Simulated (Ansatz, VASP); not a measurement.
**Two plane-wave programs on AlN**

```
CELL_PARAMETERS angstrom
-3.11100 0.00000 0.00000
-1.55550 -2.69421 0.00000
-0.93330 0.00000 9.95600
ATOMIC_POSITIONS crystal
Al 0.06221 0.33333 0.90375
Al 0.21221 0.33333 0.40375
Al 0.62054 0.66667 0.15375
Al 0.47054 0.66667 0.65375
N 0.30446 0.33333 0.09625
N 0.15446 0.33333 0.59625
N 0.56279 0.66667 0.34625
N 0.41279 0.66667 0.84625
```

Alike in both runs: task single point; functional LDA; k mesh 8 × 8 × 3; occupations gaussian, width 0.05 eV; no spin polarisation.

|  | VASP | Ansatz |
| --- | --- | --- |
| version | VASP 6.6.1 | Ansatz 0.2.0 |
| potentials or method | VASP PAW LDA potentials, release 64 (Al, N), cutoff 520 eV | scalar-relativistic, plane waves, PAW |
| valence electrons in the cell | 32 | 32 |

|  | VASP | Ansatz | Ansatz less VASP |
| --- | --- | --- | --- |
| gap on the k mesh at the Fermi level (eV) | 3.46 | 3.46 | -0.005 |
| least direct gap on the mesh (eV) | 3.46 | 3.46 | -0.005 |
| pressure (GPa) | -4.6 | -5.2 | -0.55 |
| traceless stress, the component that is largest in VASP (GPa) | 6.60 | 6.59 | -0.011 |
| rms of the force components (eV/Å) | 0.472 | 0.471 | -0.0015 |

LDA's correlation is that of Perdew and Zunger in VASP and of Perdew and Wang (1992) in Ansatz. Atom by atom the forces differ by 0.007 eV/Å (rms over components).
